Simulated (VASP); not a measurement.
KBr, 2 atoms in the cell. The structure is cubic, space group Pm-3m (No. 221). The conventional cell has a = 4.043 Å, b = 4.043 Å, c = 4.043 Å, α = 90.00°, β = 90.00°, γ = 90.00°. K (site symmetry m-3m) has 8 Br at 3.50 Å and 6 K at 4.04 Å within 4.6 Å. Br (site symmetry m-3m) has 8 K at 3.50 Å and 6 Br at 4.04 Å within 4.6 Å. 

| Property | Result |
| --- | --- |
| Program | VASP 6.6.1 |
| Task | relaxation of cell and atoms |
| Functional | LDA |
| Potentials or basis | VASP PAW LDA potentials, release 64 (K_sv, Br) |
| Cutoff | 600 eV |
| k mesh | 6 × 6 × 6 |
| Occupations | fermi-dirac, width 0.02 eV |
| Spin | no spin polarisation |
| Dipole correction | no |
| Further INCAR settings | ALGO = Normal; EDIFF = 1e-07; IBRION = 2; EDIFFG = -0.005; NSW = 80; ISIF = 3 |

Potentials or basis: VASP PAW LDA potentials, release 64 (K_sv, Br).

Command:

```sh
$ cat potpaw_LDA.64/K_sv/POTCAR potpaw_LDA.64/Br/POTCAR > POTCAR
$ mpirun -np 1 vasp_std > vasp.out
```

Hardware: 1 thread of Intel(R) Xeon(R) Platinum 8488C (Sapphire Rapids), with other jobs on the host.

Estimate the wall time of this run.

It took 120 s on 1 thread of Intel(R) Xeon(R) Platinum 8488C (Sapphire Rapids) (shared host), peak memory 0.17 GiB. Counts: scf iterations 82, k points 20, ion steps 18.
